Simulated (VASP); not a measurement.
Mg16HO15 (a cell with a defect) (H_O): relaxation of the atoms with PBE

The system is Mg16HO15 (a cell with a defect) (H_O).

```
Mg O H
1.0
    -4.25438    4.25438    4.25438
     4.25438   -4.25438    4.25438
     4.25438    4.25438   -4.25438
Mg O H
16 15 1
Direct
  0.00000 0.00000 0.00000
  0.00000 0.25000 0.75000
  0.00000 0.50000 0.50000
  0.00000 0.75000 0.25000
  0.25000 0.00000 0.75000
  0.25000 0.25000 0.50000
  0.25000 0.50000 0.25000
  0.25000 0.75000 0.00000
  0.50000 0.00000 0.50000
  0.50000 0.25000 0.25000
  0.50000 0.50000 0.00000
  0.50000 0.75000 0.75000
  0.75000 0.00000 0.25000
  0.75000 0.25000 0.00000
  0.75000 0.50000 0.75000
  0.75000 0.75000 0.50000
  0.00000 0.00000 0.50000
  0.00000 0.25000 0.25000
  0.00000 0.50000 0.00000
  0.00000 0.75000 0.75000
  0.25000 0.00000 0.25000
  0.25000 0.25000 0.00000
  0.25000 0.50000 0.75000
  0.25000 0.75000 0.50000
  0.50000 0.00000 0.00000
  0.50000 0.25000 0.75000
  0.50000 0.75000 0.25000
  0.75000 0.00000 0.75000
  0.75000 0.25000 0.50000
  0.75000 0.50000 0.25000
  0.75000 0.75000 0.00000
  0.50000 0.50000 0.50000
```

| Item | Value |
| --- | --- |
| Program | VASP 6.6.1 |
| Task | relaxation of the atoms |
| Functional | PBE |
| Potentials or basis | VASP PAW PBE potentials, release 64 (Mg, O, H) |
| Cutoff | 520 eV |
| k mesh | 1 × 1 × 1, shifted |
| Occupations | gaussian, width 0.01 eV |
| Spin | no spin polarisation |
| Dipole correction | no |
| Charge | 1 |
| Further INCAR settings | LREAL = Auto; ALGO = Normal; EDIFF = 1e-06; IBRION = 2; EDIFFG = -0.03; NSW = 100; NELECT = 122.0 |

```yaml
Energy_gained_by_relaxing: 16.2 meV/atom
Ionic_steps: 5
Largest_force_after_relaxing: 0.004 eV/Å
```

Forces in eV/Å, atoms in the order of the input:
```
Mg   0.000  0.000  0.000
Mg   0.000  0.000  0.000
Mg   0.000  0.000  0.000
Mg   0.000  0.000  0.000
Mg   0.000  0.000  0.000
Mg   0.000  0.000 -0.004
Mg   0.000 -0.004  0.000
Mg   0.000  0.000  0.000
Mg   0.000  0.000  0.000
Mg  -0.004  0.000  0.000
Mg   0.000  0.000  0.000
Mg   0.004  0.000  0.000
Mg   0.000  0.000  0.000
Mg   0.000  0.000  0.000
Mg   0.000  0.004  0.000
Mg   0.000  0.000  0.004
O    0.000  0.000  0.000
O    0.000 -0.002 -0.002
O    0.000  0.000  0.000
O    0.000  0.002  0.002
O   -0.002  0.000 -0.002
O   -0.002 -0.002  0.000
O    0.002  0.000 -0.002
O    0.002 -0.002  0.000
O    0.000  0.000  0.000
O    0.000  0.002 -0.002
O    0.000 -0.002  0.002
O    0.002  0.000  0.002
O   -0.002  0.002  0.000
O   -0.002  0.000  0.002
O    0.002  0.002  0.000
H    0.000  0.000  0.000
```

Step by step:
```csv
step,energy change (eV),largest force (eV/Å),pressure (GPa)
1,0.0000,1.6087,-4.81
2,-0.5117,0.0934,-4.28
3,-0.5118,0.0888,-4.27
4,-0.5163,0.0388,-4.24
5,-0.5174,0.0036,-4.23
```

Final structure:
```yaml
crystal:
  lattice:
    - [-4.25438, 4.25438, 4.25438]
    - [4.25438, -4.25438, 4.25438]
    - [4.25438, 4.25438, -4.25438]
  atoms:
    - { symbol: Mg, position: [0.00000, 0.00000, 0.00000] }
    - { symbol: Mg, position: [0.00000, 0.25000, 0.75000] }
    - { symbol: Mg, position: [0.00000, 0.50000, 0.50000] }
    - { symbol: Mg, position: [0.00000, 0.75000, 0.25000] }
    - { symbol: Mg, position: [0.25000, 0.00000, 0.75000] }
    - { symbol: Mg, position: [0.23993, 0.23993, 0.50000] }
    - { symbol: Mg, position: [0.23993, 0.50000, 0.23993] }
    - { symbol: Mg, position: [0.25000, 0.75000, 0.00000] }
    - { symbol: Mg, position: [0.50000, 0.00000, 0.50000] }
    - { symbol: Mg, position: [0.50000, 0.23993, 0.23993] }
    - { symbol: Mg, position: [0.50000, 0.50000, 0.00000] }
    - { symbol: Mg, position: [0.50000, 0.76007, 0.76007] }
    - { symbol: Mg, position: [0.75000, 0.00000, 0.25000] }
    - { symbol: Mg, position: [0.75000, 0.25000, 0.00000] }
    - { symbol: Mg, position: [0.76007, 0.50000, 0.76007] }
    - { symbol: Mg, position: [0.76007, 0.76007, 0.50000] }
    - { symbol: O, position: [0.00000, 0.00000, 0.50000] }
    - { symbol: O, position: [0.00426, 0.25213, 0.25213] }
    - { symbol: O, position: [0.00000, 0.50000, 0.00000] }
    - { symbol: O, position: [0.99574, 0.74787, 0.74787] }
    - { symbol: O, position: [0.25213, 0.00426, 0.25213] }
    - { symbol: O, position: [0.25213, 0.25213, 0.00426] }
    - { symbol: O, position: [0.25213, 0.50000, 0.74787] }
    - { symbol: O, position: [0.25213, 0.74787, 0.50000] }
    - { symbol: O, position: [0.50000, 0.00000, 0.00000] }
    - { symbol: O, position: [0.50000, 0.25213, 0.74787] }
    - { symbol: O, position: [0.50000, 0.74787, 0.25213] }
    - { symbol: O, position: [0.74787, 0.99574, 0.74787] }
    - { symbol: O, position: [0.74787, 0.25213, 0.50000] }
    - { symbol: O, position: [0.74787, 0.50000, 0.25213] }
    - { symbol: O, position: [0.74787, 0.74787, 0.99574] }
    - { symbol: H, position: [0.50000, 0.50000, 0.50000] }
```

Levels at points of the mesh, in eV from the Fermi level:
```tsv
k point	band 58	band 59	band 60	band 61	band 62	band 63	band 64	band 65
(0.25, 0.25, 0.25)	-0.09	-0.05	-0.05	-0.05	6.29	6.29	6.29	7.81
```

It took 2.9 min on 1 thread of Intel(R) Xeon(R) Platinum 8559C (Emerald Rapids), on a shared host, peak memory 0.46 GiB.

Caveat: the k points lie up to 1.04 Å⁻¹ apart; the cell carries a net charge on a neutralising background, which shifts energy and pressure; the cell is charged against a uniform background, so pressure and absolute levels hang on convention.
